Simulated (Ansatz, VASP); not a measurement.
Si3N2: VASP beside Ansatz

The input INCAR:

```
PREC     = Accurate       # precision mode
ENCUT    = 520            # plane-wave cutoff, eV
EDIFF    = 1E-6           # SCF threshold, eV
ISMEAR   = 0              # smearing method
SIGMA    = 0.1            # smearing width, eV
LREAL    = False          # projectors in reciprocal space
LASPH    = True           # aspherical terms in the spheres
NELM     = 80             # most SCF steps
ALGO     = Normal         # electronic algorithm
ISIF     = 2              # what is computed and relaxed
LWAVE    = False          # write WAVECAR
LCHARG   = False          # write CHGCAR
GGA      = PE             # functional
NBANDS   = 19             # bands
```

KPOINTS

```
regular mesh
0
Gamma
  6 6 4
```

The input POSCAR:

```
Si3N2
1.0
    3.0863701900      0.0000000000      0.0000000000
    0.0000000000      3.0863701900      0.0000000000
    0.0000000000      0.0000000000      6.6788576700
Si N
3 2
Direct
    0.5000000000      0.0000000000      0.2599174800
    0.0000000000      0.5000000000      0.2599174800
    0.5000000000      0.5000000000      0.3043287500
    0.5000000000      0.0000000000      0.8515719000
    0.0000000000      0.5000000000      0.8515719000
```

Input for Ansatz:

```yaml
crystal:
  lattice:
    - [3.08637019, 0.0, 0.0]
    - [0.0, 3.08637019, 0.0]
    - [0.0, 0.0, 6.67885767]
  atoms:
    - { symbol: Si, position: [0.5, 0.0, 0.25991748] }
    - { symbol: Si, position: [0.0, 0.5, 0.25991748] }
    - { symbol: Si, position: [0.5, 0.5, 0.30432875] }
    - { symbol: "N", position: [0.5, 0.0, 0.8515719] }
    - { symbol: "N", position: [0.0, 0.5, 0.8515719] }
basis:
  ecutwfc: 420
kpoints:
  mp_grid: { grid: [6, 6, 4] }
hamiltonian:
  xc: pbe
scf:
  occupations: { method: gaussian, width: 0.1 }
  lower_state_search: "off"
output:
  forces: true
  stress: true
  eigenvalues: true
```

Alike in both runs: task single point; functional PBE; k mesh 6 × 6 × 4; occupations gaussian, width 0.1 eV; no spin polarisation.

|  | VASP | Ansatz |
| --- | --- | --- |
| version | VASP 6.6.1 | Ansatz 0.2.0 |
| potentials or method | VASP PAW PBE potentials, release 64 (Si, N), cutoff 520 eV | scalar-relativistic, plane waves, PAW |
| valence electrons in the cell | 22 | 22 |

Ansatz gave:

```
gap on the k mesh at the Fermi level (eV) : none
rms of the force components (eV/Å)        : 7.779
```

Problem. What did VASP give for the same quantities?

Solution. gap on the k mesh at the Fermi level (eV): none; rms of the force components (eV/Å): 7.760.

Atom by atom the forces differ by 0.019 eV/Å (rms over components). A gap of «none» marks a metal or a gap that the smearing closes. The functional is the same, so the differences come from potentials, cutoffs and numerics.
